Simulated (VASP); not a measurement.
Here is a VASP 6.6.1 calculation.

Contents of POSCAR:

```
HfC
1.0
    0.0000000000      2.2932637843      2.2932637843
    2.2932637843      0.0000000000      2.2932637843
    2.2932637843      2.2932637843      0.0000000000
Hf C
1 1
Direct
    0.0000000000      0.0000000000      0.0000000000
    0.5000000000      0.5000000000      0.5000000000
```

File INCAR.step1:

```
ALGO = Normal
EDIFF = 1E-4
ENCUT = 520
GGA = PE
ISMEAR = 0
LASPH = True
LCHARG = False
LREAL = False
LWAVE = True
NBANDS = 14
NELM = 100
PREC = Accurate
SIGMA = 0.1
```

Contents of INCAR.step2:

```
ALGO = Normal
EDIFF = 1E-6
ENCUT = 520
ISIF = 2
ISMEAR = 0
ISTART = 1
LASPH = True
LCHARG = False
LMIXTAU = True
LREAL = False
LWAVE = False
METAGGA = R2SCAN
NBANDS = 14
NELM = 100
PREC = Accurate
SIGMA = 0.1
```

File KPOINTS:

```
k-points
0
Gamma
  6 6 6
```

Potentials or basis: VASP PAW PBE potentials, release 64 (Hf_pv, C).

Launch:

```console
$ cat potpaw_PBE.64/Hf_pv/POTCAR potpaw_PBE.64/C/POTCAR > POTCAR
$ cp INCAR.step1 INCAR
$ mpirun -np 1 vasp_std > vasp.out
$ cp INCAR.step2 INCAR
$ mpirun -np 1 vasp_std > vasp.out
```

**Question.** What does it give for the pressure?

**Answer.** 8.3 GPa.

**Question.** Estimate the band gap on the k mesh.

**Answer.** Zero (band 7 reaches 7.25 eV, above the bottom of band 8 at 5.81 eV).

Caveat: the k points lie up to 0.40 Å⁻¹ apart; the PAW data sets were made with another functional, which shifts forces and pressure a little; spin-orbit coupling is left out, which moves the levels of the heavy elements.
